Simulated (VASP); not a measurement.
# ScAl5N6 (Pmmm) in VASP: a series of runs

Aim: see how the results for ScAl5N6 move with the level of theory and the settings. Levels: PBE, revPBE. Tasks: single point.

Program: VASP 6.6.1. These are calculated values, not measurements. Logs are shortened: lines on timing, memory, paths and dates and some standing lists are left out, and cuts for length are marked.

## 1. The cell of the first run

It takes space group Pmmm (No. 47, orthorhombic). The conventional cell has a = 2.925 Å, b = 4.201 Å, c = 8.793 Å, α = 90.00°, β = 90.00°, γ = 90.00°. Sc (site symmetry mmm) has 6 N at 2.10 to 2.17 Å within 2.8 Å. Al (site symmetry mmm) has 6 N at 2.05 to 2.10 Å within 2.7 Å. Al (site symmetry mm2) has 6 N at 2.04 to 2.11 Å within 2.7 Å. Within 2.7 Å of Al (site symmetry mm2) lie 6 N at 2.00 to 2.10 Å. N (site symmetry mm2) has 4 Al at 2.00 to 2.10 Å and 2 Sc at 2.17 Å and 12 N at 2.79 to 3.20 Å within 3.3 Å. N (site symmetry mm2) has 6 Al at 2.04 to 2.10 Å within 2.7 Å. Within 2.8 Å of N (site symmetry mmm) lie 6 Al at 2.04 to 2.10 Å and 2 N at 2.79 Å. Within 2.8 Å of N (site symmetry mmm) lie 2 Sc at 2.10 Å and 4 Al at 2.11 Å.

## 2. Single point, PBE

The input, INCAR:

```
PREC = Accurate ; ENCUT = 600
EDIFF = 1E-6 ; ISMEAR = 0
SIGMA = 0.1 ; LREAL = False
LASPH = True ; NELM = 120
ALGO = Normal ; ISIF = 2
LWAVE = False ; LCHARG = True
GGA = PE ; LELF = True
LVHAR = True ; NBANDS = 40
GGA_COMPAT = False
```

The input, KPOINTS:

```
Automatic mesh
0
Gamma
  6 4 2
```

The input, POSCAR:

```
ScAl5N6
1.0
    2.9253223494      0.0000000000      0.0000000000
    0.0000000000      4.2010671333      0.0000000000
    0.0000000000      0.0000000000      8.7931030509
Sc Al N
1 5 6
Direct
    0.5000000000      0.5000000000      0.5000000000
    0.0000000000      0.0000000000      0.0000000000
    0.0000000000      0.0000000000      0.3264870844
    0.0000000000      0.0000000000      0.6735129156
    0.5000000000      0.5000000000      0.8380667590
    0.5000000000      0.5000000000      0.1619332410
    0.0000000000      0.5000000000      0.3178365433
    0.0000000000      0.5000000000      0.6821634567
    0.5000000000      0.0000000000      0.8359549879
    0.0000000000      0.5000000000      0.0000000000
    0.5000000000      0.0000000000      0.1640450121
    0.5000000000      0.0000000000      0.5000000000
```

Potentials or basis: VASP PAW PBE potentials, release 64 (Sc_sv, Al, N).

Launch:

```console
cat potpaw_PBE.64/Sc_sv/POTCAR potpaw_PBE.64/Al/POTCAR potpaw_PBE.64/N/POTCAR > POTCAR
mpirun -np 1 vasp_std > vasp.out
```

OUTCAR:

```text
PREC = Accurate
   ENCUT = 600
   EDIFF = 1E-6
   ISMEAR = 0
   LREAL = False
   LASPH = True
   NELM = 120
   ISIF = 2
   GGA = PE

 ion  position               nearest neighbor table
   1  0.500  0.500  0.500-  12 2.10  12 2.10   7 2.17   8 2.17   7 2.17   8 2.17   5 2.97   6 2.97
                             4 2.98   4 2.98   3 2.98   4 2.98   3 2.98   3 2.98   3 2.98   4 2.98
   2  0.000  0.000  0.000-   9 2.05  11 2.05   9 2.05  11 2.05  10 2.10  10 2.10   3 2.87   4 2.87
                             6 2.93   6 2.93   5 2.93   6 2.93   5 2.93   5 2.93   5 2.93   6 2.93
   3  0.000  0.000  0.326-  11 2.04  11 2.04   7 2.10   7 2.10  12 2.11  12 2.11   2 2.87   6 2.94
                             6 2.94   6 2.94   6 2.94   1 2.98   1 2.98   1 2.98   1 2.98   4 3.05
   4  0.000  0.000  0.674-   9 2.04   9 2.04   8 2.10   8 2.10  12 2.11  12 2.11   2 2.87   5 2.94
                             5 2.94   5 2.94   5 2.94   1 2.98   1 2.98   1 2.98   1 2.98   3 3.05
   5  0.500  0.500  0.838-   8 2.00   8 2.00  10 2.04  10 2.04   9 2.10   9 2.10   6 2.85   2 2.93
                             2 2.93   2 2.93   2 2.93   4 2.94   4 2.94   4 2.94   4 2.94   1 2.97
   6  0.500  0.500  0.162-   7 2.00   7 2.00  10 2.04  10 2.04  11 2.10  11 2.10   5 2.85   2 2.93
                             2 2.93   2 2.93   2 2.93   3 2.94   3 2.94   3 2.94   3 2.94   1 2.97
   7  0.000  0.500  0.318-   6 2.00   6 2.00   3 2.10   3 2.10   1 2.17   1 2.17
   8  0.000  0.500  0.682-   5 2.00   5 2.00   4 2.10   4 2.10   1 2.17   1 2.17
   9  0.500  0.000  0.836-   4 2.04   4 2.04   2 2.05   2 2.05   5 2.10   5 2.10
  10  0.000  0.500  0.000-   5 2.04   6 2.04   5 2.04   6 2.04   2 2.10   2 2.10
  11  0.500  0.000  0.164-   3 2.04   3 2.04   2 2.05   2 2.05   6 2.10   6 2.10
  12  0.500  0.000  0.500-   1 2.10   1 2.10   4 2.11   3 2.11   3 2.11   4 2.11

  LATTYP: Found a simple orthorhombic cell.
 ALAT       =     2.9253223494
 B/A-ratio  =     1.4361040021
 C/A-ratio  =     3.0058578169

  Lattice vectors:

 A1 = (   2.9253223494,   0.0000000000,   0.0000000000)
 A2 = (   0.0000000000,   4.2010671333,   0.0000000000)
 A3 = (   0.0000000000,   0.0000000000,   8.7931030509)

Analysis of symmetry for initial positions (statically):
=====================================================================
 Subroutine PRICEL returns:
 Original cell was already a primitive cell.

 Routine SETGRP: Setting up the symmetry group for a
 simple orthorhombic supercell.

 Subroutine GETGRP returns: Found  8 space group operations
 (whereof  8 operations were pure point group operations)
 out of a pool of  8 trial point group operations.

The static configuration has the point symmetry D_2h.

Analysis of symmetry for dynamics (positions and initial velocities):
=====================================================================
 Subroutine PRICEL returns:
 Original cell was already a primitive cell.

 Routine SETGRP: Setting up the symmetry group for a
 simple orthorhombic supercell.

 Subroutine GETGRP returns: Found  8 space group operations
 (whereof  8 operations were pure point group operations)
 out of a pool of  8 trial point group operations.

The dynamic configuration has the point symmetry D_2h.

 Subroutine INISYM returns: Found  8 space group operations
 (whereof  8 operations are pure point group operations),
 and found     1 'primitive' translations

----------------------------------------------------------------------------------------

                                     Primitive cell

  volume of cell :     108.0626

  direct lattice vectors                    reciprocal lattice vectors
     2.925322349  0.000000000  0.000000000     0.341842669  0.000000000  0.000000000
     0.000000000  4.201067133  0.000000000     0.000000000  0.238034758  0.000000000
     0.000000000  0.000000000  8.793103051     0.000000000  0.000000000  0.113725495

  length of vectors
     2.925322349  4.201067133  8.793103051     0.341842669  0.238034758  0.113725495

  position of ions in fractional coordinates (direct lattice)
     0.500000000  0.500000000  0.500000000
     0.000000000  0.000000000  0.000000000
     0.000000000  0.000000000  0.326487084
     0.000000000  0.000000000  0.673512916
     0.500000000  0.500000000  0.838066759
     0.500000000  0.500000000  0.161933241
     0.000000000  0.500000000  0.317836543
     0.000000000  0.500000000  0.682163457
     0.500000000  0.000000000  0.835954988
     0.000000000  0.500000000  0.000000000
     0.500000000  0.000000000  0.164045012
[... 30 lines left out ...]
     0.000000000  0.000000000  0.056862748     0.000000000  0.000000000  0.500000000

  Length of vectors
     0.056973778  0.059508690  0.056862748

  Shift w.r.t. Gamma in fractional coordinates (k-lattice)
     0.000000000  0.000000000  0.000000000

 Subroutine IBZKPT returns following result:
 ===========================================

 Found     24 irreducible k-points:

 Following reciprocal coordinates:
            Coordinates               Weight
  0.000000  0.000000  0.000000      1.000000
  0.166667  0.000000  0.000000      2.000000
  0.333333  0.000000  0.000000      2.000000
  0.500000  0.000000  0.000000      1.000000
  0.000000  0.250000  0.000000      2.000000
  0.166667  0.250000  0.000000      4.000000
[... 16 lines left out ...]
  0.333333  0.500000  0.500000      2.000000
  0.500000  0.500000  0.500000      1.000000
   k-points           NKPTS =     24   k-points in BZ     NKDIM =     24   number of bands    NBANDS=     40
   number of dos      NEDOS =    301   number of ions     NIONS =     12
   total plane-waves  NPLWV =  60480
   dimension x,y,z NGX =    24 NGY =   36 NGZ =   70
   dimension x,y,z NGXF=    48 NGYF=   72 NGZF=  140
   ions per type =               1   5   6
   NGX,Y,Z   is equivalent  to a cutoff of  13.64, 14.25, 13.23 a.u.
   NGXF,Y,Z  is equivalent  to a cutoff of  27.28, 28.49, 26.47 a.u.
 SYSTEM =  unknown system
   PREC   = accura    normal or accurate (medium, high low for compatibility)
   ISTART =      0    job   : 0-new  1-cont  2-samecut
   ICHARG =      2    charge: 1-file 2-atom 10-const
   ISPIN  =      1    spin polarized calculation?
   LNONCOLLINEAR =      F non collinear calculations
   LSORBIT =      F    spin-orbit coupling
   LASPH  =      T    aspherical Exc in radial PAW
   ENCUT  =  600.0 eV  44.10 Ry    6.64 a.u.   5.84  8.39 17.56*2*pi/ulx,y,z
   NELM   =    120;   NELMIN=  2; NELMDL= -5     # of ELM steps
   EDIFF  = 0.1E-05   stopping-criterion for ELM
   LREAL  =      F    real-space projection
   EDIFFG = 0.1E-04   stopping-criterion for IOM
   NSW    =      0    number of steps for IOM
   IBRION =     -1    ionic relax: 0-MD 1-quasi-New 2-CG
   NFREE  =      0    steps in history (QN), initial steepest desc. (CG)
   ISIF   =      2    stress and relaxation
   ISYM   =      2    0-nonsym 1-usesym 2-fastsym
   POTIM  = 0.5000    time-step for ionic-motion
   TEBEG  =    0.0;   TEEND  =   0.0 temperature during run
   PSTRESS=    0.0 pullay stress
   NELECT =      56.0000    total number of electrons
   NUPDOWN=      -1.0000    fix difference up-down
   EMIN   =  10.00;   EMAX   =-10.00  energy-range for DOS
   EFERMI =   0.00;   METHOD = LEGACY
   ISMEAR =     0;   SIGMA  =   0.10  broadening in eV -4-tet -1-fermi 0-gaus
   EFERMI_NEDOS =   21; number of points for ismear=-14 and -15
   IALGO  =     38    algorithm
   IMIX   =      4    mixing-type and parameters
     AMIX     =   0.40;   BMIX     =  1.00
     AMIX_MAG =   1.60;   BMIX_MAG =  1.00
  volume/ion in A,a.u.               =       9.01        60.77
  Fermi-wavevector in a.u.,A,eV,Ry     =   1.314959  2.484913 23.526081  1.729118
  Thomas-Fermi vector in A             =   2.445176
   LORBIT       =      0    0 simple, 1 ext, 2 COOP (PROOUT), +10 PAW based schemes
   GGA     = PE    functional components
   LHFCALC =     F    Hartree Fock is set to
   AEXX    =    0.0000 exact exchange contribution
   IVDW    =     0    specifies the selected vdW correction
   LEPSILON=     F    determine dielectric tensor
   LRPA    =     F    only Hartree local field effects (RPA)
 non-spin polarized calculation
 Gauss-broadening in eV      SIGMA  =   0.10
  energy-cutoff  :      600.00
  volume of cell :      108.06
 maximum number of plane-waves:      3628
 NGX is ok and might be reduce to    24
   NGX = 11   NGY = 17   NGZ = 35

 number of electron      56.0000000 magnetization

 Free energy of the ion-electron system (eV)
  ---------------------------------------------------
  ext. energy  EPLUGINS =         0.00000000
  ---------------------------------------------------
  free energy    TOTEN  =       -90.19290819 eV

  energy without entropy =      -90.19290819  energy(sigma->0) =      -90.19290819

 E-fermi :   9.3864     XC(G=0): -12.1014

 val. band max:        8.9299332611   @ k =   0.0000   0.0000   0.0000
 cond. band min:      10.8033369520   @ k =   0.0000   0.0000   0.0000
 fundamental gap:      1.8734036909
 Fermi energy:         9.3863513517

 k-point     1 :       0.0000    0.0000    0.0000
  band No.  band energies     occupation
      1     -38.9353      2.00000
      2     -17.8070      2.00000
      3     -17.7174      2.00000
      4     -17.3803      2.00000
      5      -8.0413      2.00000
      6      -6.7129      2.00000
[... 1021 lines left out ...]
     39      16.9768      0.00000
     40      17.6212      0.00000

------------------------ aborting loop because EDIFF is reached ----------------------------------------

  FORCE on cell =-STRESS in cart. coord.  units (eV):
  Direction    XX          YY          ZZ          XY          YZ          ZX
  --------------------------------------------------------------------------------------
  -------------------------------------------------------------------------------------
  Total       -0.0371482      0.0580926      0.0108744      0.0000000      0.0000000      0.0000000
  in kB       -0.5507736      0.8613031      0.1612284      0.0000000      0.0000000      0.0000000
  external PRESSURE =       0.1572526 kB  Pullay stress =       0.0000000 kB

 VOLUME and BASIS-vectors are now :
 -----------------------------------------------------------------------------
  energy-cutoff  :      600.00
  volume of cell :      108.06
      direct lattice vectors                 reciprocal lattice vectors
     2.925322349  0.000000000  0.000000000     0.341842669  0.000000000  0.000000000
     0.000000000  4.201067133  0.000000000     0.000000000  0.238034758  0.000000000
     0.000000000  0.000000000  8.793103051     0.000000000  0.000000000  0.113725495

 POSITION                                       TOTAL-FORCE (eV/Angst)
 -----------------------------------------------------------------------------------
      1.46266      2.10053      4.39655         0.000000      0.000000      0.000000
      0.00000      0.00000      0.00000         0.000000      0.000000      0.000000
      0.00000      0.00000      2.87083         0.000000      0.000000     -0.005617
      0.00000      0.00000      5.92227        -0.000000      0.000000      0.005617
      1.46266      2.10053      7.36921        -0.000000     -0.000000      0.001892
      1.46266      2.10053      1.42390         0.000000     -0.000000     -0.001892
      0.00000      2.10053      2.79477         0.000000      0.000000     -0.074672
      0.00000      2.10053      5.99833         0.000000     -0.000000      0.074672
      1.46266      0.00000      7.35064         0.000000     -0.000000      0.000572
      0.00000      2.10053      0.00000         0.000000      0.000000      0.000000
      1.46266      0.00000      1.44246         0.000000      0.000000     -0.000572
      1.46266      0.00000      4.39655         0.000000      0.000000      0.000000
 -----------------------------------------------------------------------------------
    total drift:                                0.000000      0.000000     -0.000000

  FREE ENERGIE OF THE ION-ELECTRON SYSTEM (eV)
  ---------------------------------------------------
  free  energy   TOTEN  =       -90.1929081860 eV

  energy  without entropy=      -90.1929081860  energy(sigma->0) =      -90.19290819
```

Run time: 3 min. Hardware: 1 thread of Oxide Virtual Turin-like, shared host; peak memory 0.25 GiB.

Results:

| Property | Result |
| --- | --- |
| Free energy | -90.1929 eV |
| Pressure | 0.0 GPa |
| Largest force | 0.075 eV/Å |
| Band gap on the k mesh | 1.87 eV |

Forces on the atoms (eV/Å):
```
Sc   0.000  0.000  0.000
Al   0.000  0.000  0.000
Al   0.000  0.000 -0.006
Al   0.000  0.000  0.006
Al   0.000  0.000  0.002
Al   0.000  0.000 -0.002
N    0.000  0.000 -0.075
N    0.000  0.000  0.075
N    0.000  0.000  0.001
N    0.000  0.000  0.000
N    0.000  0.000 -0.001
N    0.000  0.000  0.000
```

Stress tensor (GPa, compression positive):
```
-0.06  0.00  0.00
 0.00  0.09  0.00
 0.00  0.00  0.02
```

Levels at points of the mesh, in eV from the valence-band top:
| k point | band 24 | band 25 | band 26 | band 27 | band 28 | band 29 | band 30 | band 31 | band 32 | band 33 |
| --- | --- | --- | --- | --- | --- | --- | --- | --- | --- | --- |
| (0.00, 0.00, 0.00) | -1.02 | -0.72 | -0.26 | -0.16 | 0.00 | 1.87 | 3.88 | 4.12 | 4.30 | 4.77 |
| (0.50, 0.00, 0.00) | -2.81 | -1.92 | -1.68 | -1.19 | -0.96 | 2.30 | 2.47 | 4.28 | 4.64 | 5.56 |
| (0.00, 0.50, 0.00) | -1.52 | -1.47 | -1.40 | -1.12 | -0.94 | 2.19 | 4.96 | 5.56 | 5.65 | 5.96 |
| (0.50, 0.50, 0.00) | -1.91 | -1.68 | -1.46 | -1.35 | -1.30 | 4.25 | 4.73 | 5.40 | 6.01 | 6.04 |
| (0.00, 0.00, 0.50) | -1.10 | -0.69 | -0.58 | -0.31 | -0.26 | 2.30 | 4.10 | 4.30 | 4.62 | 4.91 |
| (0.50, 0.00, 0.50) | -2.75 | -2.21 | -2.07 | -0.98 | -0.91 | 2.12 | 2.30 | 3.36 | 4.67 | 6.07 |
| (0.00, 0.50, 0.50) | -1.53 | -1.52 | -1.34 | -1.29 | -1.06 | 2.49 | 5.11 | 5.34 | 5.64 | 5.65 |
| (0.50, 0.50, 0.50) | -2.37 | -1.67 | -1.58 | -1.31 | -1.20 | 4.32 | 4.70 | 5.97 | 6.34 | 6.53 |

[end of part 1 of 2]
